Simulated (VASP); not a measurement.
The system is FeO (Wuestite).

```
CELL_PARAMETERS angstrom
0.00000 2.15540 2.15540
2.15540 0.00000 2.15540
2.15540 2.15540 0.00000
ATOMIC_POSITIONS crystal
Fe 0.00000 0.00000 0.00000
O 0.50000 0.50000 0.50000
```

```yaml
Program: VASP 6.6.1
Task: relaxation of cell and atoms
Functional: RPBE
Potentials_or_basis: VASP PAW PBE potentials, release 64 (Fe, O)
Cutoff: 600 eV
k_mesh: 8 × 8 × 8
Occupations: fermi-dirac, width 0.05 eV
Spin: collinear spin, ferromagnetic start
Starting_moments: "[3.0, 0.0] μB"
```

At the start: pressure 5.2 GPa; volume 10.01 Å³/atom.

**Question.** How do energy, volume and symmetry change on relaxing?

**Answer.** Over 3 steps the energy falls by 4.7 meV/atom and the volume is 10.31 Å³/atom (+3.0 %); space group Fm-3m (No. 225, to 0.05 Å); moment 4.00 μB per cell.

The path:
```
step  energy change (eV)  largest force (eV/Å)  pressure (GPa)  volume (Å³)
   1              0.0000                0.0000            5.21        20.03
   2             -0.0062                0.0000           -2.81        20.99
   3             -0.0095                0.0000           -0.02        20.62
```

Final structure:
```
Fe O
1.0
     0.00000    2.17660    2.17660
     2.17660    0.00000    2.17660
     2.17660    2.17660    0.00000
Fe O
1 1
Direct
  0.00000 0.00000 0.00000
  0.50000 0.50000 0.50000
```

Caveat: the PAW data sets were made with another functional, which shifts forces and pressure a little; a cell with one magnetic atom can't hold antiferromagnetic order, which such compounds often take.
